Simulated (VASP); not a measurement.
Here is a VASP 6.6.1 calculation.

Contents of INCAR:

```
SYSTEM = Co
ALGO     = Normal         ! electronic algorithm
EDIFF    = 1E-6           ! SCF threshold, eV
ENCUT    = 520            ! plane-wave cutoff, eV
GGA      = PS             ! functional
ISIF     = 2              ! what is computed and relaxed
ISMEAR   = 0              ! smearing method
ISPIN    = 2              ! spin polarisation
LASPH    = .TRUE.         ! aspherical terms in the spheres
LCHARG   = .FALSE.        ! write CHGCAR
LMAXMIX  = 4              ! l up to which the mixer works
LORBIT   = 11             ! projections on sites
LREAL    = .FALSE.        ! projectors in reciprocal space
LWAVE    = .FALSE.        ! write WAVECAR
MAGMOM   = 1.79           ! initial moments
NBANDS   = 14             ! bands
NELM     = 150            ! most SCF steps
PREC     = Accurate       ! precision mode
SIGMA    = 0.1            ! smearing width, eV
```

Contents of KPOINTS:

```
k-points
0
G
  27 27 24
  0 0 0
```

Contents of POSCAR:

```
Co
1.0
    2.4119853422      0.0000000000      0.0000000000
   -1.2059926711      2.0888405799      0.0000000000
    0.0000000000      0.0000000000      2.2572174972
Co
1
Direct
    0.0000000000      0.0000000000      0.0000000000
```

Potentials or basis: VASP PAW PBE potentials, release 64 (Co).

Run with:

```bash
$ cat potpaw_PBE.64/Co/POTCAR > POTCAR
$ mpirun -np 1 vasp_std > vasp.out
```

Q: What does it give for the site moments?

A: Co +1.68 μB.

Q: What does it give for the pressure?

A: -0.9 GPa.

Q: Predict the net moment.

A: 1.68 μB per cell.

Stress tensor (GPa, compression positive):
```
-0.74  0.00  0.00
 0.00 -0.74  0.00
 0.00  0.00 -1.20
```

Caveat: the PAW data sets were made with another functional, which shifts forces and pressure a little.
